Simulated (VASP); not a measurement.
Crystal: Au.

```xyz
4
Lattice="2.9735 0.0000 0.0000 -1.4868 2.5752 0.0000 0.0000 0.0000 9.4443" Properties=species:S:1:pos:R:3 pbc="T T T"
Au    0.0000    0.0000    0.0000
Au    0.0000    0.0000    4.7221
Au    0.0000    1.7168    7.0832
Au    1.4868    0.8584    2.3611
```

This isn't the form of Au at room conditions, which is fcc.

```yaml
Program: VASP 6.6.1
Task: relaxation of cell and atoms
Functional: PBE
Potentials_or_basis: VASP PAW PBE potentials, release 64 (Au)
Cutoff: 600 eV
k_mesh: 18 × 18 × 6
Occupations: gaussian, width 0.1 eV
Spin: no spin polarisation
```

At the start: pressure -0.7 GPa; volume 18.08 Å³/atom.

Problem. Where does the relaxation end?

Solution. Over 7 steps the energy falls by 3.6 meV/atom and the volume is 17.95 Å³/atom (-0.7 %); space group P6_3/mmc (No. 194, to 0.1 Å) before and after.

The path:
| step | energy change (eV) | largest force (eV/Å) | pressure (GPa) | volume (Å³) |
| --- | --- | --- | --- | --- |
| 1 | 0.0000 | 0.0000 | -0.70 | 72.32 |
| 2 | -0.0074 | 0.0000 | 0.80 | 71.49 |
| 3 | -0.0076 | 0.0000 | 1.08 | 71.34 |
| 4 | -0.0124 | 0.0000 | 0.59 | 71.56 |
| 5 | -0.0138 | 0.0000 | -0.11 | 71.92 |
| 6 | -0.0143 | 0.0000 | 0.08 | 71.81 |
| 7 | -0.0143 | 0.0000 | 0.07 | 71.80 |

Final structure:
```
CELL_PARAMETERS angstrom
2.92984 0.00000 0.00000
-1.46492 2.53732 0.00000
0.00000 0.00000 9.65852
ATOMIC_POSITIONS crystal
Au 0.00000 0.00000 0.00000
Au 0.00000 0.00000 0.50000
Au 0.33333 0.66667 0.75000
Au 0.66667 0.33333 0.25000
```
